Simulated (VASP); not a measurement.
Here is a VASP 6.6.1 calculation.

Contents of INCAR:

```
SYSTEM = AlN
PREC = Accurate ; ENCUT = 520
EDIFF = 1E-6 ; ISMEAR = 0
SIGMA = 0.05 ; LREAL = .FALSE.
LASPH = .TRUE. ; NELM = 60
ALGO = Normal ; ISIF = 2
LWAVE = .FALSE. ; LCHARG = .TRUE.
GGA = PS ; LELF = .TRUE.
LVHAR = .TRUE. ; NBANDS = 16
```

The input KPOINTS:

```
regular mesh
0
G
  9 9 6
  0 0 0
```

Contents of POSCAR:

```
AlN
1.0
    3.1467931860      0.0000000000      0.0000000000
   -1.5733965930      2.7252028395      0.0000000000
    0.0000000000      0.0000000000      4.0099585569
Al N
2 2
Direct
    0.3333333333      0.6666666667      0.7500000000
    0.6666666667      0.3333333333      0.2500000000
    0.3333333333      0.6666666667      0.2500000000
    0.6666666667      0.3333333333      0.7500000000
```

Potentials or basis: VASP PAW PBE potentials, release 64 (Al, N).

Run with:

```bash
$ cat potpaw_PBE.64/Al/POTCAR potpaw_PBE.64/N/POTCAR > POTCAR
$ mpirun -np 1 vasp_std > vasp.out
```

(1) Estimate the band gap on the k mesh.

(2) Predict the pressure.

## Answers

(1) 4.21 eV, indirect (least direct gap 4.25 eV).

(2) 36.2 GPa.

Caveat: the PAW data sets were made with another functional, which shifts forces and pressure a little.
